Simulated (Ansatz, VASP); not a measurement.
BaTe: VASP beside Ansatz

Contents of INCAR:

```
PREC = Accurate
ENCUT = 520
EDIFF = 1E-6
ISMEAR = -1
SIGMA = 0.03
LREAL = F
LASPH = T
NELM = 80
ALGO = Normal
ISIF = 2
LWAVE = F
LCHARG = T
GGA = PE
LELF = T
LVHAR = T
NBANDS = 15
```

File KPOINTS:

```
regular mesh
0
Gamma
  4 4 4
```

Contents of POSCAR:

```
BaTe
1.0
    0.0000000000      3.4100000000      3.4100000000
    3.4100000000      0.0000000000      3.4100000000
    3.4100000000      3.4100000000      0.0000000000
Ba Te
1 1
Direct
    0.0000000000      0.0000000000      0.0000000000
    0.5000000000      0.5000000000      0.5000000000
```

File input.yaml:

```yaml
crystal:
  lattice:
    - [0.0, 3.41, 3.41]
    - [3.41, 0.0, 3.41]
    - [3.41, 3.41, 0.0]
  atoms:
    - { symbol: Ba, position: [0.0, 0.0, 0.0] }
    - { symbol: Te, position: [0.5, 0.5, 0.5] }
kpoints:
  mp_grid: { grid: [4, 4, 4] }
scf:
  occupations: { method: fermi_dirac, width: 0.03 }
hamiltonian:
  xc: pbe
  pseudopotentials: { kind: all_electron, lapw: { basis_error: 0.001 } }
output:
  forces: true
  stress: true
  eigenvalues: true
```

Alike in both runs: task single point; functional PBE; k mesh 4 × 4 × 4; occupations fermi-dirac, width 0.03 eV; no spin polarisation.

|  | VASP | Ansatz |
| --- | --- | --- |
| version | VASP 6.6.1 | Ansatz 0.2.0 |
| potentials or method | VASP PAW PBE potentials, release 64 (Ba_sv, Te), cutoff 520 eV | all-electron LAPW, scalar-relativistic |

|  | VASP | Ansatz | Ansatz less VASP |
| --- | --- | --- | --- |
| gap on the k mesh at the Fermi level (eV) | 1.32 | 1.42 | +0.101 |
| least direct gap on the mesh (eV) | 1.70 | 1.76 | +0.062 |
| pressure (GPa) | 4.3 | 3.9 | -0.45 |

Ansatz ran all-electron here, and VASP with PAW potentials.

Neither program's run includes spin-orbit coupling.
